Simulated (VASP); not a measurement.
A run of VASP 6.6.1 is set up as follows.

INCAR

```
SYSTEM = TiPt3
PREC = Accurate
ENCUT = 400
EDIFF = 1E-8
ISMEAR = -1
SIGMA = 0.05
LREAL = .False.
LASPH = .True.
NELM = 120
ALGO = Normal
ISIF = 2
LWAVE = .False.
LCHARG = .False.
GGA = PS
LEFG = .True.
NBANDS = 29
GGA_COMPAT = .False.
```

The input KPOINTS:

```
regular mesh
0
Gamma
  9 9 9
  0 0 0
```

POSCAR

```
TiPt3
1.0
    3.9734311690      0.0000000000      0.0000000000
    0.0000000000      3.9734311690      0.0000000000
    0.0000000000      0.0000000000      3.9734311690
Ti Pt
1 3
Direct
    0.0000000000      0.0000000000      0.0000000000
    0.0000000000      0.5000000000      0.5000000000
    0.5000000000      0.0000000000      0.5000000000
    0.5000000000      0.5000000000      0.0000000000
```

Potentials or basis: VASP PAW PBE potentials, release 64 (Ti_sv, Pt).

Run with:

```console
$ cat potpaw_PBE.64/Ti_sv/POTCAR potpaw_PBE.64/Pt/POTCAR > POTCAR
$ mpirun -np 1 vasp_std > vasp.out
```

(1) What does it give for the band gap on the k mesh?

(2) What does it give for the pressure?

## Answers

(1) zero (bands 21 and 22 overlap by 1.40 eV).

(2) -13.3 GPa.

Caveat: the cell stands under tension; without QUAD_EFG the Cq values of the log hold for a quadrupole moment of 1 mb, not for the nuclei; the PAW data sets were made with another functional, which shifts forces and pressure a little; spin-orbit coupling is left out, which moves the levels of the heavy elements.
